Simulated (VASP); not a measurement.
A run of VASP 6.6.1:

INCAR

```
SYSTEM = HfC
ALGO = Normal ; EDIFF = 1E-6
ENCUT = 520 ; GGA = PS
ISIF = 2 ; ISMEAR = 0
LASPH = .True. ; LCHARG = .False.
LREAL = .False. ; LWAVE = .False.
NBANDS = 14 ; NELM = 60
PREC = Accurate ; SIGMA = 0.15
```

Contents of KPOINTS:

```
k-points
0
Gamma
  20 20 20
  0 0 0
```

Contents of POSCAR:

```
HfC
1.0
    0.0000000000      2.3568532733      2.2625791424
    2.3568532733      0.0000000000      2.2625791424
    2.3568532733      2.3568532733      0.0000000000
Hf C
1 1
Direct
    0.5000000000      0.5000000000      0.5000000000
    0.0000000000      0.0000000000      0.0000000000
```

Potentials or basis: VASP PAW PBE potentials, release 64 (Hf_pv, C).

Command:

```sh
$ cat potpaw_PBE.64/Hf_pv/POTCAR potpaw_PBE.64/C/POTCAR > POTCAR
$ mpirun -np 1 vasp_std > vasp.out
```

Hardware: 1 thread of Intel(R) Xeon(R) Platinum 8259CL CPU @ 2.50GHz (Skylake/Cascade Lake) (shared host).

**Question.** How long does it take, and how much memory?

**Answer.** Run time: 2.3 min on 1 thread of Intel(R) Xeon(R) Platinum 8259CL CPU @ 2.50GHz (Skylake/Cascade Lake), with other jobs on the host, peak memory 0.34 GiB. Counts: scf iterations 12, k points 641.
